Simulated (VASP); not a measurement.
BaTiO3:

```xyz
5
Lattice="4.0073 0.0000 0.0000 0.0000 4.0073 0.0000 0.0000 0.0000 4.0073" Properties=species:S:1:pos:R:3 pbc="T T T"
Ba    2.0398    1.8245    2.0304
Ti    3.7818    0.2804    3.8242
O     2.0859    0.0274    0.2221
O     0.0507    1.9715    0.2113
O     0.0563    3.9108    1.7266
```

| Quantity | Value |
| --- | --- |
| Program | VASP 6.6.1 |
| Task | relaxation of cell and atoms |
| Functional | PBEsol |
| Potentials or basis | VASP PAW PBE potentials, release 64 (Ba_sv, Ti_sv, O) |
| Cutoff | 600 eV |
| k mesh | 6 × 6 × 6 |
| Occupations | fermi-dirac, width 0.05 eV |
| Spin | no spin polarisation |

At the start: pressure 7.7 GPa; volume 12.87 Å³/atom.

Question: How do energy, volume and symmetry change on relaxing?

Answer: Over 23 steps the energy falls by 395.1 meV/atom and the volume is 12.85 Å³/atom (-0.2 %); space group P1 (No. 1, to 0.1 Å) before, R3m (No. 160, to 0.1 Å).

Step by step:
| step | energy change (eV) | largest force (eV/Å) | pressure (GPa) | volume (Å³) |
| --- | --- | --- | --- | --- |
| 1 | 0.0000 | 4.3752 | 7.65 | 64.35 |
| 2 | -1.3138 | 1.8326 | -12.75 | 70.18 |
| 3 | -1.3140 | 1.8238 | -12.81 | 70.22 |
| 4 | -1.7836 | 1.2399 | 6.59 | 62.27 |
| 5 | -1.8686 | 0.5334 | -0.14 | 64.35 |
| 6 | -1.9642 | 0.2393 | 1.00 | 63.93 |
| 7 | -1.9654 | 0.2774 | 1.27 | 63.86 |
| 8 | -1.9694 | 0.1337 | -1.44 | 64.74 |
| 9 | -1.9705 | 0.1460 | -0.62 | 64.46 |
| 10 | -1.9733 | 0.0836 | -0.23 | 64.28 |
| 11 | -1.9740 | 0.0484 | 0.12 | 64.12 |
| 12 | -1.9745 | 0.0308 | 0.02 | 64.18 |
| 13 | -1.9745 | 0.0395 | -0.06 | 64.21 |
| 14 | -1.9746 | 0.0370 | -0.04 | 64.21 |
| 15 | -1.9747 | 0.0260 | 0.01 | 64.19 |
| 16 | -1.9748 | 0.0263 | 0.11 | 64.17 |
| 17 | -1.9749 | 0.0315 | -0.05 | 64.23 |
| 18 | -1.9750 | 0.0344 | -0.12 | 64.26 |
| 19 | -1.9751 | 0.0248 | -0.10 | 64.24 |
| 20 | -1.9752 | 0.0272 | 0.05 | 64.20 |
| 21 | -1.9753 | 0.0260 | 0.05 | 64.20 |
| 22 | -1.9754 | 0.0287 | 0.04 | 64.21 |
| 23 | -1.9755 | 0.0169 | -0.05 | 64.25 |

Final structure:
```
CELL_PARAMETERS angstrom
4.00762 -0.00596 0.00461
-0.00612 4.01232 -0.00478
0.00444 -0.00450 3.99544
ATOMIC_POSITIONS crystal
Ba 0.49367 0.50617 0.49454
Ti 0.98144 0.01938 0.98399
O 0.51315 0.99412 0.00488
O 0.00547 0.48622 0.00507
O 0.00627 0.99411 0.51152
```

Caveat: the PAW data sets were made with another functional, which shifts forces and pressure a little.
